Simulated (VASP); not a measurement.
A run of VASP 6.6.1 is set up as follows.

The input INCAR:

```
PREC     = Accurate       # precision mode
ENCUT    = 520            # plane-wave cutoff, eV
EDIFF    = 1E-6           # SCF threshold, eV
ISMEAR   = 1              # smearing method
SIGMA    = 0.15           # smearing width, eV
LREAL    = F              # projectors in reciprocal space
LASPH    = T              # aspherical terms in the spheres
NELM     = 150            # most SCF steps
ALGO     = Normal         # electronic algorithm
ISIF     = 2              # what is computed and relaxed
LWAVE    = F              # write WAVECAR
LCHARG   = F              # write CHGCAR
ISPIN    = 2              # spin polarisation
MAGMOM   = 3.2 0          # initial moments
LORBIT   = 11             # projections on sites
LMAXMIX  = 4              # l up to which the mixer works
GGA      = PE             # functional
NBANDS   = 18             # bands
```

File KPOINTS:

```
regular mesh
0
Gamma
  14 14 14
```

The input POSCAR:

```
CoO
1.0
    0.0000000000      2.1741300000      2.1315000000
    2.1741300000      0.0000000000      2.1315000000
    2.1741300000      2.1741300000      0.0000000000
Co O
1 1
Direct
    0.0000000000      0.0000000000      0.0000000000
    0.5000000000      0.5000000000      0.5000000000
```

Potentials or basis: VASP PAW PBE potentials, release 64 (Co, O).

Run with:

```console
$ cat potpaw_PBE.64/Co/POTCAR potpaw_PBE.64/O/POTCAR > POTCAR
$ mpirun -np 1 vasp_std > vasp.out
```

(1) What does it give for the band gap on the k mesh?

(2) What does it give for the net moment?

(3) Estimate the pressure.

(4) What does it give for the site moments?

## Answers

(1) zero (filled and empty bands overlap).

(2) 2.99 μB per cell.

(3) -8.2 GPa.

(4) Co +2.61; O +0.32 μB.

Caveat: the cell stands under tension; a cell with one magnetic atom can't hold antiferromagnetic order, which such compounds often take; semilocal functionals often make such compounds metallic where correlation or magnetic order opens a gap, which also shifts bond lengths.
